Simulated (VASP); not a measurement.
# Re (P6_3/mmc) in VASP: further runs, part 2 of 2

VASP 6.6.1.

## 3. Electric field gradients, LDA (11.48 Å³/atom)

The input, INCAR:

```
  PREC = Accurate
  ENCUT = 520
  EDIFF = 1E-8
  ISMEAR = -1
  SIGMA = 0.05
  LREAL = False
  LASPH = True
  NELM = 100
  ALGO = Normal
  ISIF = 2
  LWAVE = False
  LCHARG = False
  GGA = CA
  LEFG = True
  NBANDS = 14
```

The input, KPOINTS:

```
regular mesh
0
Gamma
  14 14 8
```

The input, POSCAR:

```
Re
1.0
    2.5497657329      0.0000000000      0.0000000000
   -1.2748828664      2.2081618983      0.0000000000
    0.0000000000      0.0000000000      4.0770373845
Re
2
Direct
    0.3333333333      0.6666666667      0.2500000000
    0.6666666667      0.3333333333      0.7500000000
```

Potentials or basis: VASP PAW LDA potentials, release 64 (Re).

Launch:

```bash
$ cat potpaw_LDA.64/Re/POTCAR > POTCAR
$ mpirun -np 1 vasp_std > vasp.out
```

OUTCAR:

```text
PREC = Accurate
   ENCUT = 520
   EDIFF = 1E-8
   ISMEAR = -1
   LREAL = False
   LASPH = True
   NELM = 100
   ISIF = 2
   GGA = CA

 ion  position               nearest neighbor table
   1  0.333  0.667  0.250-   2 2.51   2 2.51   2 2.51   2 2.51   2 2.51   2 2.51
   2  0.667  0.333  0.750-   1 2.51   1 2.51   1 2.51   1 2.51   1 2.51   1 2.51

  LATTYP: Found a hexagonal cell.
 ALAT       =     2.5497657329
 C/A-ratio  =     1.5989850879

  Lattice vectors:

 A1 = (   2.5497657329,   0.0000000000,   0.0000000000)
 A2 = (  -1.2748828664,   2.2081618983,   0.0000000000)
 A3 = (   0.0000000000,   0.0000000000,   4.0770373845)

Analysis of symmetry for initial positions (statically):
=====================================================================
 Subroutine PRICEL returns:
 Original cell was already a primitive cell.

 Routine SETGRP: Setting up the symmetry group for a
 hexagonal supercell.

 Subroutine GETGRP returns: Found 24 space group operations
 (whereof 12 operations were pure point group operations)
 out of a pool of 24 trial point group operations.

The static configuration has the point symmetry D_3d.
 The point group associated with its full space group is D_6h.

Analysis of symmetry for dynamics (positions and initial velocities):
=====================================================================
 Subroutine PRICEL returns:
 Original cell was already a primitive cell.

 Routine SETGRP: Setting up the symmetry group for a
 hexagonal supercell.

 Subroutine GETGRP returns: Found 24 space group operations
[... 555 lines left out ...]
      4       7.2668      2.00000
      5       8.2809      2.00000
      6       8.7797      2.00000
      7      11.3179      1.33523
      8      15.3043      0.00000
      9      16.0308      0.00000
     10      16.4352      0.00000
     11      20.0960      0.00000
     12      20.2634      0.00000
     13      22.4064      0.00000
     14      29.7825      0.00000

 [... further k-points ...]

------------------------ aborting loop because EDIFF is reached ----------------------------------------

  FORCE on cell =-STRESS in cart. coord.  units (eV):
  Direction    XX          YY          ZZ          XY          YZ          ZX
  --------------------------------------------------------------------------------------
  -------------------------------------------------------------------------------------
  Total       21.3934233     21.3934233     22.4789803      0.0000000      0.0000000      0.0000000
  in kB     1493.1896870   1493.1896869   1568.9579447      0.0000000      0.0000000      0.0000000
  external PRESSURE =    1518.4457729 kB  Pullay stress =       0.0000000 kB

 VOLUME and BASIS-vectors are now :
 -----------------------------------------------------------------------------
  energy-cutoff  :      520.00
  volume of cell :       22.95
      direct lattice vectors                 reciprocal lattice vectors
     2.549765733  0.000000000  0.000000000     0.392192893  0.226432673  0.000000000
    -1.274882866  2.208161898  0.000000000     0.000000000  0.452865345  0.000000000
     0.000000000  0.000000000  4.077037384     0.000000000  0.000000000  0.245276142

 POSITION                                       TOTAL-FORCE (eV/Angst)
 -----------------------------------------------------------------------------------
     -0.00000      1.47211      1.01926        -0.000000      0.000000      0.000000
      1.27488      0.73605      3.05778         0.000000     -0.000000      0.000000
 -----------------------------------------------------------------------------------
    total drift:                                0.000000     -0.000000     -0.000000

  FREE ENERGIE OF THE ION-ELECTRON SYSTEM (eV)
  ---------------------------------------------------
  free  energy   TOTEN  =       -25.2659351369 eV

  energy  without entropy=      -25.2543099634  energy(sigma->0) =      -25.26012255

 Electric field gradients (V/A^2)
---------------------------------------------------------------------
 ion       V_xx      V_yy      V_zz      V_xy      V_xz      V_yz
---------------------------------------------------------------------
   1      52.409    52.409  -104.818    -0.000     0.000    -0.000
   2      52.409    52.409  -104.818    -0.000    -0.000     0.000
---------------------------------------------------------------------

 Electric field gradients after diagonalization (V/A^2)
 (convention: |V_zz| > |V_xx| > |V_yy|)
----------------------------------------------------------------------
 ion       V_xx      V_yy      V_zz     asymmetry (V_yy - V_xx)/ V_zz
----------------------------------------------------------------------
   1      52.409    52.409  -104.818       0.000
   2      52.409    52.409  -104.818       0.000
----------------------------------------------------------------------

           NMR quadrupolar parameters

 Cq : quadrupolar parameter    Cq=e*Q*V_zz/h
 eta: asymmetry parameters     (V_yy - V_xx)/ V_zz
 Q  : nuclear electric quadrupole moment in mb (millibarn)
----------------------------------------------------------------------
 ion       Cq(MHz)       eta       Q (mb)
----------------------------------------------------------------------
   1      -0.253       0.000       1.000
   2      -0.253       0.000       1.000
----------------------------------------------------------------------
```

OSZICAR:

```text
N       E                     dE             d eps       ncg     rms          rms(c)
DAV:   1     0.889766724213E+02    0.88977E+02   -0.63138E+03  4322   0.109E+03
DAV:   2    -0.207063050485E+02   -0.10968E+03   -0.92213E+02  5060   0.353E+02
DAV:   3    -0.264117702163E+02   -0.57055E+01   -0.52428E+01  5670   0.112E+02
DAV:   4    -0.264661920418E+02   -0.54422E-01   -0.54338E-01  4772   0.637E+00
DAV:   5    -0.264665212368E+02   -0.32919E-03   -0.32916E-03  5706   0.795E-01    0.661E+01
DAV:   6    -0.256533731441E+02    0.81315E+00   -0.22854E-01  5646   0.704E+00    0.357E+01
DAV:   7    -0.252685405008E+02    0.38483E+00   -0.30659E-01  5568   0.749E+00    0.918E-01
DAV:   8    -0.252661670169E+02    0.23735E-02   -0.36918E-03  5376   0.530E-01    0.221E-01
DAV:   9    -0.252659614091E+02    0.20561E-03   -0.10354E-03  5614   0.341E-01    0.559E-02
DAV:  10    -0.252659378129E+02    0.23596E-04   -0.12867E-05  5518   0.412E-02    0.119E-02
DAV:  11    -0.252659351400E+02    0.26729E-05   -0.10043E-06  5618   0.192E-02    0.409E-03
DAV:  12    -0.252659351369E+02    0.30914E-08   -0.39309E-08  4904   0.503E-03
   1 F= -.25265935E+02 E0= -.25260123E+02  d E =-.116252E-01
```

Wall time 26 s (1 thread of AMD EPYC 7R13 (Zen 3), shared host); peak memory 0.12 GiB.

What came out:

* Free energy: -25.2659 eV
* Pressure: 151.8 GPa
* Band gap on the k mesh: zero (bands 7 and 8 overlap by 4.91 eV)
* Largest electric field gradient by atom: Re -104.8 V/Å²

Stress tensor (GPa, compression positive):
```
149.32   0.00   0.00
  0.00 149.32   0.00
  0.00   0.00 156.90
```

Electric field gradients, principal values (V/Å²):
```tsv
atom	least	middle	greatest (by size)
1 Re	52.409	52.409	-104.818
2 Re	52.409	52.409	-104.818
```

Caveat: the cell stands under pressure; without QUAD_EFG the Cq values of the log hold for a quadrupole moment of 1 mb, not for the nuclei; spin-orbit coupling is left out, which moves the levels of the heavy elements.

## 4. Electric field gradients, LDA (11.48 Å³/atom)

The input, INCAR:

```
  PREC = Accurate
  ENCUT = 520
  EDIFF = 1E-8
  ISMEAR = -1
  SIGMA = 0.05
  LREAL = F
  LASPH = T
  NELM = 100
  ALGO = Normal
  ISIF = 2
  LWAVE = F
  LCHARG = F
  GGA = CA
  LEFG = T
  NBANDS = 14
```

The input, KPOINTS:

```
Automatic mesh
0
Gamma
  14 14 8
```

The input, POSCAR:

```
Re
1.0
    2.5502177389      0.0000000000      0.0000000000
   -1.2751088694      2.2085533470      0.0000000000
    0.0000000000      0.0000000000      4.0777601353
Re
2
Direct
    0.3333333333      0.6666666667      0.2500000000
    0.6666666667      0.3333333333      0.7500000000
```

Potentials or basis: VASP PAW LDA potentials, release 64 (Re).

Launch:

```bash
$ cat potpaw_LDA.64/Re/POTCAR > POTCAR
$ mpirun -np 1 vasp_std > vasp.out
```

OUTCAR:

```text
PREC = Accurate
   ENCUT = 520
   EDIFF = 1E-8
   ISMEAR = -1
   LREAL = F
   LASPH = T
   NELM = 100
   ISIF = 2
   GGA = CA

 ion  position               nearest neighbor table
   1  0.333  0.667  0.250-   2 2.51   2 2.51   2 2.51   2 2.51   2 2.51   2 2.51
   2  0.667  0.333  0.750-   1 2.51   1 2.51   1 2.51   1 2.51   1 2.51   1 2.51

  LATTYP: Found a hexagonal cell.
 ALAT       =     2.5502177389
 C/A-ratio  =     1.5989850879

  Lattice vectors:

[... 622 lines left out ...]

  FREE ENERGIE OF THE ION-ELECTRON SYSTEM (eV)
  ---------------------------------------------------
  free  energy   TOTEN  =       -25.2774905435 eV

  energy  without entropy=      -25.2658718561  energy(sigma->0) =      -25.27168120

 Electric field gradients (V/A^2)
---------------------------------------------------------------------
 ion       V_xx      V_yy      V_zz      V_xy      V_xz      V_yz
---------------------------------------------------------------------
   1      52.393    52.393  -104.785    -0.000     0.000    -0.000
   2      52.393    52.393  -104.785    -0.000    -0.000     0.000
---------------------------------------------------------------------

 Electric field gradients after diagonalization (V/A^2)
 (convention: |V_zz| > |V_xx| > |V_yy|)
----------------------------------------------------------------------
 ion       V_xx      V_yy      V_zz     asymmetry (V_yy - V_xx)/ V_zz
----------------------------------------------------------------------
   1      52.393    52.393  -104.785       0.000
   2      52.393    52.393  -104.785       0.000
----------------------------------------------------------------------

           NMR quadrupolar parameters

 Cq : quadrupolar parameter    Cq=e*Q*V_zz/h
 eta: asymmetry parameters     (V_yy - V_xx)/ V_zz
 Q  : nuclear electric quadrupole moment in mb (millibarn)
----------------------------------------------------------------------
 ion       Cq(MHz)       eta       Q (mb)
----------------------------------------------------------------------
   1      -0.253       0.000       1.000
   2      -0.253       0.000       1.000
----------------------------------------------------------------------
```

OSZICAR:

```text
N       E                     dE             d eps       ncg     rms          rms(c)
DAV:   1     0.893919213996E+02    0.89392E+02   -0.63410E+03  4266   0.109E+03
DAV:   2    -0.208185683406E+02   -0.11021E+03   -0.91971E+02  5058   0.347E+02
DAV:   3    -0.264221035338E+02   -0.56035E+01   -0.51495E+01  5646   0.110E+02
DAV:   4    -0.264776980788E+02   -0.55595E-01   -0.55488E-01  4732   0.650E+00
DAV:   5    -0.264780206279E+02   -0.32255E-03   -0.32250E-03  5690   0.848E-01    0.660E+01
DAV:   6    -0.256647618315E+02    0.81326E+00   -0.22909E-01  5622   0.706E+00    0.357E+01
DAV:   7    -0.252801197086E+02    0.38464E+00   -0.30713E-01  5576   0.751E+00    0.917E-01
DAV:   8    -0.252777276023E+02    0.23921E-02   -0.37213E-03  5406   0.534E-01    0.222E-01
DAV:   9    -0.252775169635E+02    0.21064E-03   -0.10360E-03  5580   0.341E-01    0.558E-02
DAV:  10    -0.252774932344E+02    0.23729E-04   -0.13461E-05  5560   0.414E-02    0.120E-02
DAV:  11    -0.252774905479E+02    0.26865E-05   -0.10170E-06  5624   0.192E-02    0.408E-03
DAV:  12    -0.252774905435E+02    0.43719E-08   -0.41911E-08  5106   0.516E-03
   1 F= -.25277491E+02 E0= -.25271681E+02  d E =-.116187E-01
```

Run time: 25 s. Hardware: 1 thread of AMD EPYC 7R13 (Zen 3), shared host; peak memory 0.12 GiB.

Results:

```yaml
Free_energy: -25.2775 eV
Pressure: 151.3 GPa
Band_gap_on_the_k_mesh: zero (bands 7 and 8 overlap by 4.90 eV)
Largest_electric_field_gradient_by_atom: Re -104.8 V/Å²
```

Stress tensor (GPa, compression positive):
```
148.80   0.00   0.00
  0.00 148.80   0.00
  0.00   0.00 156.37
```

Electric field gradients, principal values (V/Å²):
| atom | least | middle | greatest (by size) |
| --- | --- | --- | --- |
| 1 Re | 52.393 | 52.393 | -104.785 |
| 2 Re | 52.393 | 52.393 | -104.785 |

Caveat: the cell stands under pressure; without QUAD_EFG the Cq values of the log hold for a quadrupole moment of 1 mb, not for the nuclei; spin-orbit coupling is left out, which moves the levels of the heavy elements.
